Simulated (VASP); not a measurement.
# MgO (P6_3/mmc) in VASP: notebook, part 2 of 2

VASP 6.6.1. The steps go on from the part before.

## Step 3: Single point, PBE

This run uses another cell than the first one, of the same volume but with other edges.

INCAR

```
ALGO = Normal
EDIFF = 1E-7
ENCUT = 520
GGA = PE
ISIF = 2
ISMEAR = 0
LASPH = T
LCHARG = T
LELF = T
LREAL = F
LVHAR = T
LWAVE = F
NBANDS = 16
NELM = 80
PREC = Accurate
SIGMA = 0.05
```

KPOINTS

```
k-points
0
Gamma
  9 9 6
```

POSCAR

```
MgO
1.0
    3.3805000000      0.0000000000      0.0000000000
   -1.6902500000      2.9275988775      0.0000000000
    0.0000000000      0.0000000000      4.4090000000
Mg O
2 2
Direct
    0.6666666667      0.3333333333      0.7500000000
    0.3333333333      0.6666666667      0.2500000000
    0.6666666667      0.3333333333      0.2500000000
    0.3333333333      0.6666666667      0.7500000000
```

Potentials or basis: VASP PAW PBE potentials, release 64 (Mg, O).

The run is started by

```
> cat potpaw_PBE.64/Mg/POTCAR potpaw_PBE.64/O/POTCAR > POTCAR
> mpirun -np 1 vasp_std > vasp.out
```

OUTCAR:

```text
EDIFF = 1E-7
   ENCUT = 520
   GGA = PE
   ISIF = 2
   ISMEAR = 0
   LASPH = T
   LREAL = F
   NELM = 80
   PREC = Accurate

 ion  position               nearest neighbor table
   1  0.667  0.333  0.750-   4 1.95   4 1.95   4 1.95   3 2.20   3 2.20   2 2.94   2 2.94   2 2.94
                             2 2.94   2 2.94   2 2.94
   2  0.333  0.667  0.250-   3 1.95   3 1.95   3 1.95   4 2.20   4 2.20   1 2.94   1 2.94   1 2.94
                             1 2.94   1 2.94   1 2.94
   3  0.667  0.333  0.250-   2 1.95   2 1.95   2 1.95   1 2.20   1 2.20
   4  0.333  0.667  0.750-   1 1.95   1 1.95   1 1.95   2 2.20   2 2.20

  LATTYP: Found a hexagonal cell.
 ALAT       =     3.3805000000
 C/A-ratio  =     1.3042449342

  Lattice vectors:

 A1 = (   3.3805000000,   0.0000000000,   0.0000000000)
 A2 = (  -1.6902500000,   2.9275988775,   0.0000000000)
 A3 = (   0.0000000000,   0.0000000000,   4.4090000000)

Analysis of symmetry for initial positions (statically):
=====================================================================
 Subroutine PRICEL returns:
 Original cell was already a primitive cell.

 Routine SETGRP: Setting up the symmetry group for a
 hexagonal supercell.

 Subroutine GETGRP returns: Found 24 space group operations
 (whereof 12 operations were pure point group operations)
 out of a pool of 24 trial point group operations.

The static configuration has the point symmetry D_3d.
 The point group associated with its full space group is D_6h.

Analysis of symmetry for dynamics (positions and initial velocities):
=====================================================================
 Subroutine PRICEL returns:
 Original cell was already a primitive cell.

 Routine SETGRP: Setting up the symmetry group for a
 hexagonal supercell.

[... 122 lines left out ...]
   EMIN   =  10.00;   EMAX   =-10.00  energy-range for DOS
   EFERMI =   0.00;   METHOD = LEGACY
   ISMEAR =     0;   SIGMA  =   0.05  broadening in eV -4-tet -1-fermi 0-gaus
   EFERMI_NEDOS =   21; number of points for ismear=-14 and -15
   IALGO  =     38    algorithm
   IMIX   =      4    mixing-type and parameters
     AMIX     =   0.40;   BMIX     =  1.00
     AMIX_MAG =   1.60;   BMIX_MAG =  1.00
  volume/ion in A,a.u.               =      10.91        73.62
  Fermi-wavevector in a.u.,A,eV,Ry     =   1.171756  2.214298 18.680973  1.373013
  Thomas-Fermi vector in A             =   2.308195
   LORBIT       =      0    0 simple, 1 ext, 2 COOP (PROOUT), +10 PAW based schemes
   GGA     = PE    functional components
   LHFCALC =     F    Hartree Fock is set to
   AEXX    =    0.0000 exact exchange contribution
   IVDW    =     0    specifies the selected vdW correction
   LEPSILON=     F    determine dielectric tensor
   LRPA    =     F    only Hartree local field effects (RPA)
 non-spin polarized calculation
 Gauss-broadening in eV      SIGMA  =   0.05
  energy-cutoff  :      520.00
  volume of cell :       43.63
 maximum number of plane-waves:      1191
 NGX is ok and might be reduce to    28

 number of electron      15.9999996 magnetization

 Free energy of the ion-electron system (eV)
  ---------------------------------------------------
  ext. energy  EPLUGINS =         0.00000000
  ---------------------------------------------------
  free energy    TOTEN  =       -23.54452153 eV

  energy without entropy =      -23.54452153  energy(sigma->0) =      -23.54452153

 E-fermi :   2.3953     XC(G=0): -10.1238

 val. band max:        2.1652734802   @ k =   0.0000   0.0000   0.0000
 cond. band min:       5.5558233139   @ k =   0.0000   0.0000   0.0000
 fundamental gap:      3.3905498336
 Fermi energy:         2.3953373471

 k-point     1 :       0.0000    0.0000    0.0000
  band No.  band energies     occupation
      1     -14.8856      2.00000
      2     -13.6211      2.00000
      3      -1.7422      2.00000
      4       0.4494      2.00000
      5       0.4494      2.00000
      6       1.1660      2.00000
[... 433 lines left out ...]
      3      -1.4040      2.00000
      4      -0.7345      2.00000
      5      -0.7345      2.00000
      6       0.6232      2.00000
[... 8 lines left out ...]
     15      15.7062      0.00000
     16      19.0959      0.00000

 [... further k-points ...]
[... 5 lines left out ...]
  --------------------------------------------------------------------------------------
  -------------------------------------------------------------------------------------
  Total        3.0396027      3.0396027     -0.7154813      0.0000000     -0.0000000      0.0000000
  in kB      111.6078620    111.6078620    -26.2709799      0.0000000     -0.0000000      0.0000000
  external PRESSURE =      65.6482480 kB  Pullay stress =       0.0000000 kB

 VOLUME and BASIS-vectors are now :
 -----------------------------------------------------------------------------
  energy-cutoff  :      520.00
  volume of cell :       43.63
      direct lattice vectors                 reciprocal lattice vectors
     3.380500000  0.000000000  0.000000000     0.295814229  0.170788425  0.000000000
    -1.690250000  2.927598877  0.000000000     0.000000000  0.341576849  0.000000000
     0.000000000  0.000000000  4.409000000     0.000000000  0.000000000  0.226808800

 POSITION                                       TOTAL-FORCE (eV/Angst)
 -----------------------------------------------------------------------------------
      1.69025      0.97587      3.30675         0.000000     -0.000000      0.000000
     -0.00000      1.95173      1.10225        -0.000000      0.000000      0.000000
      1.69025      0.97587      1.10225        -0.000000      0.000000      0.000000
     -0.00000      1.95173      3.30675        -0.000000      0.000000      0.000000
 -----------------------------------------------------------------------------------
    total drift:                               -0.000000      0.000000     -0.000000

  FREE ENERGIE OF THE ION-ELECTRON SYSTEM (eV)
  ---------------------------------------------------
  free  energy   TOTEN  =       -23.5445215286 eV

  energy  without entropy=      -23.5445215286  energy(sigma->0) =      -23.54452153
```

stdout:

```text
POSCAR found type information on POSCAR MgO
 POSCAR found :  2 types and       4 ions
 scaLAPACK will be used
 LDA part: xc-table for (Slater+PW92), standard interpolation
 POSCAR, INCAR and KPOINTS ok, starting setup
 FFT: planning ... GRIDC
 FFT: planning ... GRID_SOFT
 FFT: planning ... GRID
 WAVECAR not read
 entering main loop
```

Wall time 52 s (1 thread of AMD EPYC 7R13, shared host); peak memory 0.16 GiB.

Results:

```
Free energy            : -23.5445 eV
Pressure               : 6.6 GPa
Band gap on the k mesh : 3.39 eV
```

Caveat: the cell stands under pressure.

## Step 4: Single point, PBE

This run uses another cell than the first one, of the same volume but with other edges.

INCAR

```
SYSTEM = MgO
PREC = Accurate
ENCUT = 520
EDIFF = 1E-6
ISMEAR = 0
SIGMA = 0.05
LREAL = .False.
LASPH = .True.
NELM = 60
ALGO = Normal
ISIF = 2
LWAVE = .False.
LCHARG = .False.
GGA = PE
NBANDS = 16
```

KPOINTS

```
Automatic mesh
0
Gamma
  9 9 6
  0 0 0
```

POSCAR

```
MgO
1.0
    3.4509000000      0.0000000000      0.0000000000
   -1.7254500000      2.9885670659      0.0000000000
    0.0000000000      0.0000000000      4.2393824570
Mg O
2 2
Direct
    0.6666666667      0.3333333333      0.7500000000
    0.3333333333      0.6666666667      0.2500000000
    0.6666666667      0.3333333333      0.2500000000
    0.3333333333      0.6666666667      0.7500000000
```

Potentials or basis: VASP PAW PBE potentials, release 64 (Mg, O).

The run is started by

```
> cat potpaw_PBE.64/Mg/POTCAR potpaw_PBE.64/O/POTCAR > POTCAR
> mpirun -np 1 vasp_std > vasp.out
```

OUTCAR:

```text
SYSTEM = MgO
   PREC = Accurate
   ENCUT = 520
   EDIFF = 1E-6
   ISMEAR = 0
   LREAL = .False.
   LASPH = .True.
   NELM = 60
   ISIF = 2
   GGA = PE

 ion  position               nearest neighbor table
   1  0.667  0.333  0.750-   4 1.99   4 1.99   4 1.99   3 2.12   3 2.12   2 2.91   2 2.91   2 2.91
                             2 2.91   2 2.91   2 2.91
   2  0.333  0.667  0.250-   3 1.99   3 1.99   3 1.99   4 2.12   4 2.12   1 2.91   1 2.91   1 2.91
                             1 2.91   1 2.91   1 2.91
   3  0.667  0.333  0.250-   2 1.99   2 1.99   2 1.99   1 2.12   1 2.12
   4  0.333  0.667  0.750-   1 1.99   1 1.99   1 1.99   2 2.12   2 2.12

[... 661 lines left out ...]
  -------------------------------------------------------------------------------------
  Total        1.6697736      1.6697736      0.6689171      0.0000000     -0.0000000      0.0000000
  in kB       61.1885531     61.1885531     24.5123487      0.0000000     -0.0000000      0.0000000
  external PRESSURE =      48.9631516 kB  Pullay stress =       0.0000000 kB

 VOLUME and BASIS-vectors are now :
 -----------------------------------------------------------------------------
  energy-cutoff  :      520.00
  volume of cell :       43.72
      direct lattice vectors                 reciprocal lattice vectors
     3.450900000  0.000000000  0.000000000     0.289779478  0.167304260  0.000000000
    -1.725450000  2.988567066  0.000000000     0.000000000  0.334608519  0.000000000
     0.000000000  0.000000000  4.239382457     0.000000000  0.000000000  0.235883412

 POSITION                                       TOTAL-FORCE (eV/Angst)
 -----------------------------------------------------------------------------------
      1.72545      0.99619      3.17954        -0.000000      0.000000      0.000000
     -0.00000      1.99238      1.05985         0.000000     -0.000000      0.000000
      1.72545      0.99619      1.05985        -0.000000     -0.000000      0.000000
     -0.00000      1.99238      3.17954         0.000000      0.000000     -0.000000
 -----------------------------------------------------------------------------------
    total drift:                               -0.000000      0.000000     -0.000000

  FREE ENERGIE OF THE ION-ELECTRON SYSTEM (eV)
  ---------------------------------------------------
  free  energy   TOTEN  =       -23.6435845336 eV

  energy  without entropy=      -23.6435845336  energy(sigma->0) =      -23.64358453
```

OSZICAR:

```text
N       E                     dE             d eps       ncg     rms          rms(c)
DAV:   1     0.625757929029E+02    0.62576E+02   -0.75364E+03  1536   0.891E+02
DAV:   2    -0.236387139572E+02   -0.86215E+02   -0.78997E+02  2160   0.200E+02
DAV:   3    -0.276333984038E+02   -0.39947E+01   -0.39787E+01  1784   0.434E+01
DAV:   4    -0.276496307354E+02   -0.16232E-01   -0.16232E-01  1816   0.327E+00
DAV:   5    -0.276497098430E+02   -0.79108E-04   -0.79107E-04  1768   0.218E-01    0.113E+01
DAV:   6    -0.237025329212E+02    0.39472E+01   -0.10342E+01  1600   0.250E+01    0.353E+00
DAV:   7    -0.236590957577E+02    0.43437E-01   -0.14751E-01  1568   0.309E+00    0.212E+00
DAV:   8    -0.236453820726E+02    0.13714E-01   -0.90201E-02  1584   0.324E+00    0.511E-01
DAV:   9    -0.236427306331E+02    0.26514E-02   -0.58710E-03  1896   0.695E-01    0.115E-01
DAV:  10    -0.236435665068E+02   -0.83587E-03   -0.89108E-04  1544   0.201E-01    0.324E-02
DAV:  11    -0.236435858265E+02   -0.19320E-04   -0.22694E-05  1672   0.355E-02    0.188E-02
DAV:  12    -0.236435846839E+02    0.11426E-05   -0.89163E-06  1576   0.239E-02    0.282E-03
DAV:  13    -0.236435845336E+02    0.15025E-06   -0.58498E-07   992   0.587E-03
   1 F= -.23643585E+02 E0= -.23643585E+02  d E =-.467721E-13
```

stdout:

```text
POSCAR found type information on POSCAR MgO
 POSCAR found :  2 types and       4 ions
 scaLAPACK will be used
 LDA part: xc-table for (Slater+PW92), standard interpolation
 POSCAR, INCAR and KPOINTS ok, starting setup
 FFT: planning ... GRIDC
 FFT: planning ... GRID_SOFT
 FFT: planning ... GRID
 WAVECAR not read
 entering main loop
```

It took 47 s on 1 thread of AMD EPYC 7R13, shared host; peak memory 0.15 GiB.

What came out:

* Free energy: -23.6436 eV
* Pressure: 4.9 GPa
* Band gap on the k mesh: 3.44 eV

Stress tensor (GPa, compression positive):
```
6.12 0.00 0.00
0.00 6.12 0.00
0.00 0.00 2.45
```

Caveat: the cell stands under pressure.

## Step 5: Single point, PBE

This run uses another cell than the first one, of 11.03 Å³/atom.

INCAR

```
PREC = Accurate
ENCUT = 520
EDIFF = 1E-6
ISMEAR = 0
SIGMA = 0.05
LREAL = False
LASPH = True
NELM = 80
ALGO = Normal
ISIF = 2
LWAVE = False
LCHARG = False
GGA = PE
NBANDS = 16
```

KPOINTS

```
regular mesh
0
Gamma
  9 9 6
```

POSCAR

```
MgO
1.0
    3.4157000000      0.0000000000      0.0000000000
   -1.7078500000      2.9580829717      0.0000000000
    0.0000000000      0.0000000000      4.3666000000
Mg O
2 2
Direct
    0.6666666667      0.3333333333      0.7500000000
    0.3333333333      0.6666666667      0.2500000000
    0.6666666667      0.3333333333      0.2500000000
    0.3333333333      0.6666666667      0.7500000000
```

Potentials or basis: VASP PAW PBE potentials, release 64 (Mg, O).

The run is started by

```
> cat potpaw_PBE.64/Mg/POTCAR potpaw_PBE.64/O/POTCAR > POTCAR
> mpirun -np 1 vasp_std > vasp.out
```

OUTCAR:

```text
PREC = Accurate
   ENCUT = 520
   EDIFF = 1E-6
   ISMEAR = 0
   LREAL = False
   LASPH = True
   NELM = 80
   ISIF = 2
   GGA = PE

 ion  position               nearest neighbor table
   1  0.667  0.333  0.750-   4 1.97   4 1.97   4 1.97   3 2.18   3 2.18   2 2.94   2 2.94   2 2.94
                             2 2.94   2 2.94   2 2.94
   2  0.333  0.667  0.250-   3 1.97   3 1.97   3 1.97   4 2.18   4 2.18   1 2.94   1 2.94   1 2.94
                             1 2.94   1 2.94   1 2.94
   3  0.667  0.333  0.250-   2 1.97   2 1.97   2 1.97   1 2.18   1 2.18
   4  0.333  0.667  0.750-   1 1.97   1 1.97   1 1.97   2 2.18   2 2.18

  LATTYP: Found a hexagonal cell.
 ALAT       =     3.4157000000
 C/A-ratio  =     1.2783909594

  Lattice vectors:

 A1 = (   3.4157000000,   0.0000000000,   0.0000000000)
 A2 = (  -1.7078500000,   2.9580829717,   0.0000000000)
 A3 = (   0.0000000000,   0.0000000000,   4.3666000000)

Analysis of symmetry for initial positions (statically):
=====================================================================
 Subroutine PRICEL returns:
 Original cell was already a primitive cell.

[... 172 lines left out ...]
  free energy    TOTEN  =       -23.60466150 eV

  energy without entropy =      -23.60466150  energy(sigma->0) =      -23.60466150

 E-fermi :   2.3768     XC(G=0): -10.0730

 val. band max:        2.0762560395   @ k =   0.0000   0.0000   0.0000
 cond. band min:       5.4247407008   @ k =   0.0000   0.0000   0.0000
 fundamental gap:      3.3484846613
 Fermi energy:         2.3768321644

 k-point     1 :       0.0000    0.0000    0.0000
  band No.  band energies     occupation
      1     -14.9128      2.00000
      2     -13.6358      2.00000
      3      -1.7437      2.00000
      4       0.3659      2.00000
      5       0.3659      2.00000
      6       1.1270      2.00000
[... 433 lines left out ...]
      3      -1.4501      2.00000
      4      -0.7894      2.00000
      5      -0.7894      2.00000
      6       0.6346      2.00000
[... 8 lines left out ...]
     15      15.6730      0.00000
     16      18.7677      0.00000

 [... further k-points ...]
[... 5 lines left out ...]
  --------------------------------------------------------------------------------------
  -------------------------------------------------------------------------------------
  Total        2.0887492      2.0887492     -0.6625030      0.0000000     -0.0000000     -0.0000000
  in kB       75.8513657     75.8513657    -24.0583012      0.0000000     -0.0000000     -0.0000000
  external PRESSURE =      42.5481434 kB  Pullay stress =       0.0000000 kB

 VOLUME and BASIS-vectors are now :
 -----------------------------------------------------------------------------
  energy-cutoff  :      520.00
  volume of cell :       44.12
      direct lattice vectors                 reciprocal lattice vectors
     3.415700000  0.000000000  0.000000000     0.292765758  0.169028389  0.000000000
    -1.707850000  2.958082972  0.000000000     0.000000000  0.338056779  0.000000000
     0.000000000  0.000000000  4.366600000     0.000000000  0.000000000  0.229011130

 POSITION                                       TOTAL-FORCE (eV/Angst)
 -----------------------------------------------------------------------------------
      1.70785      0.98603      3.27495        -0.000000      0.000000      0.000000
     -0.00000      1.97206      1.09165         0.000000      0.000000      0.000000
      1.70785      0.98603      1.09165        -0.000000      0.000000      0.000000
     -0.00000      1.97206      3.27495         0.000000     -0.000000      0.000000
 -----------------------------------------------------------------------------------
    total drift:                                0.000000     -0.000000      0.000000

  FREE ENERGIE OF THE ION-ELECTRON SYSTEM (eV)
  ---------------------------------------------------
  free  energy   TOTEN  =       -23.6046614959 eV

  energy  without entropy=      -23.6046614959  energy(sigma->0) =      -23.60466150
```

It took 44 s on 1 thread of AMD EPYC 7R13, shared host; peak memory 0.15 GiB.

Results:

| Property | Result |
| --- | --- |
| Free energy | -23.6047 eV |
| Pressure | 4.3 GPa |
| Band gap on the k mesh | 3.35 eV |

Stress tensor (GPa, compression positive):
```
 7.59  0.00  0.00
 0.00  7.59  0.00
 0.00  0.00 -2.41
```

Caveat: the cell stands under pressure.

## Step 6: Single point, PBE

This run uses another cell than the first one, of 11.03 Å³/atom.

INCAR

```
SYSTEM = MgO
  ALGO = Normal
  EDIFF = 1E-6
  ENCUT = 520
  GGA = PE
  ISIF = 2
  ISMEAR = 0
  LASPH = .True.
  LCHARG = .False.
  LREAL = .False.
  LWAVE = .False.
  NBANDS = 16
  NELM = 80
  PREC = Accurate
  SIGMA = 0.05
```

KPOINTS

```
k-points
0
Gamma
  9 9 6
  0 0 0
```

POSCAR

```
MgO
1.0
    3.5565000000      0.0000000000      0.0000000000
   -1.7782500000      3.0800193485      0.0000000000
    0.0000000000      0.0000000000      4.0274000000
Mg O
2 2
Direct
    0.6666666667      0.3333333333      0.7500000000
    0.3333333333      0.6666666667      0.2500000000
    0.6666666667      0.3333333333      0.2500000000
    0.3333333333      0.6666666667      0.7500000000
```

Potentials or basis: VASP PAW PBE potentials, release 64 (Mg, O).

The run is started by

```
> cat potpaw_PBE.64/Mg/POTCAR potpaw_PBE.64/O/POTCAR > POTCAR
> mpirun -np 1 vasp_std > vasp.out
```

It took 43 s on 1 thread of AMD EPYC 7R13, shared host; peak memory 0.15 GiB.

Results (log left out):

```
Free energy            : -23.5918 eV
Pressure               : 4.9 GPa
Band gap on the k mesh : 3.49 eV
```

Stress tensor (GPa, compression positive):
```
 0.60  0.00  0.00
 0.00  0.60  0.00
 0.00  0.00 13.42
```

Levels at points of the mesh, in eV from the valence-band top:
```
           k point  band 4  band 5  band 6  band 7  band 8  band 9  band 10  band 11  band 12  band 13
(0.00, 0.00, 0.00)   -1.74   -1.74   -0.65   -0.65    0.00    3.49     9.79    12.26    12.26    12.85
(0.00, 0.00, 0.50)   -2.38   -1.22   -1.22   -1.22   -1.22    6.58     6.58    12.61    12.61    12.61
```

Caveat: the cell stands under pressure.

## Step 7: Overview

| cell | gap on the mesh (eV) | pressure (GPa) |
| --- | --- | --- |
| a = 3.521, b = 3.521, c = 4.070 Å, angles 90.0, 90.0, 120.0°, 4 atoms | 3.51 | 5.6 |
| a = 3.381, b = 3.381, c = 4.409 Å, angles 90.0, 90.0, 120.0°, 4 atoms | 3.39 | 6.6 |
| a = 3.451, b = 3.451, c = 4.239 Å, angles 90.0, 90.0, 120.0°, 4 atoms | 3.44 | 4.9 |
| a = 3.416, b = 3.416, c = 4.367 Å, angles 90.0, 90.0, 120.0°, 4 atoms | 3.35 | 4.3 |
| a = 3.557, b = 3.556, c = 4.027 Å, angles 90.0, 90.0, 120.0°, 4 atoms | 3.49 | 4.9 |

Alike in all rows: task single point; level PBE; potentials or basis VASP PAW PBE potentials, release 64 (Mg, O); no spin polarisation; k mesh 9 × 9 × 6; cutoff (eV) 520; smearing gaussian 0.05 eV.

Caveats: the cell stands under pressure.

Total energies depend on the potentials used, so only differences within one code and one set of settings carry meaning.
